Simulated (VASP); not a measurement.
SnRu2:

```
Sn Ru
1.0
     0.00000    3.73503    3.73503
     3.73503    0.00000    3.73503
     3.73503    3.73503    0.00000
Sn Ru
2 4
Direct
  0.00000 0.00000 0.00000
  0.25000 0.25000 0.25000
  0.62500 0.62500 0.62500
  0.12500 0.62500 0.62500
  0.62500 0.62500 0.12500
  0.62500 0.12500 0.62500
```

| Item | Value |
| --- | --- |
| Program | VASP 6.6.1 |
| Task | relaxation of cell and atoms |
| Functional | PBE |
| Potentials or basis | VASP PAW PBE potentials, release 64 (Sn_d, Ru_pv) |
| Cutoff | 600 eV |
| k mesh | 10 × 10 × 10 |
| Occupations | gaussian, width 0.1 eV |
| Spin | no spin polarisation |

At the start: pressure -3.4 GPa; volume 17.37 Å³/atom.

Question: How do energy, volume and symmetry change on relaxing?

Answer: Over 3 steps the energy falls by 3.8 meV/atom and the volume is 17.02 Å³/atom (-2.0 %); space group Fd-3m (No. 227, to 0.05 Å).

The path:
| step | energy change (eV) | largest force (eV/Å) | pressure (GPa) | volume (Å³) |
| --- | --- | --- | --- | --- |
| 1 | 0.0000 | 0.0000 | -3.40 | 104.21 |
| 2 | 0.0407 | 0.0000 | 6.31 | 98.74 |
| 3 | -0.0230 | 0.0000 | -0.01 | 102.11 |

Final structure:
```cif
data_structure
_symmetry_space_group_name_H-M 'P 1'
_symmetry_Int_Tables_number 1
_cell_length_a 5.2464
_cell_length_b 5.2464
_cell_length_c 5.2464
_cell_angle_alpha 60.000
_cell_angle_beta 60.000
_cell_angle_gamma 60.000
_cell_volume 102.11
loop_
_atom_site_label
_atom_site_type_symbol
_atom_site_fract_x
_atom_site_fract_y
_atom_site_fract_z
_atom_site_occupancy
Sn1 Sn 0.00000 0.00000 0.00000 1
Sn2 Sn 0.25000 0.25000 0.25000 1
Ru1 Ru 0.62500 0.62500 0.62500 1
Ru2 Ru 0.12500 0.62500 0.62500 1
Ru3 Ru 0.62500 0.62500 0.12500 1
Ru4 Ru 0.62500 0.12500 0.62500 1
```
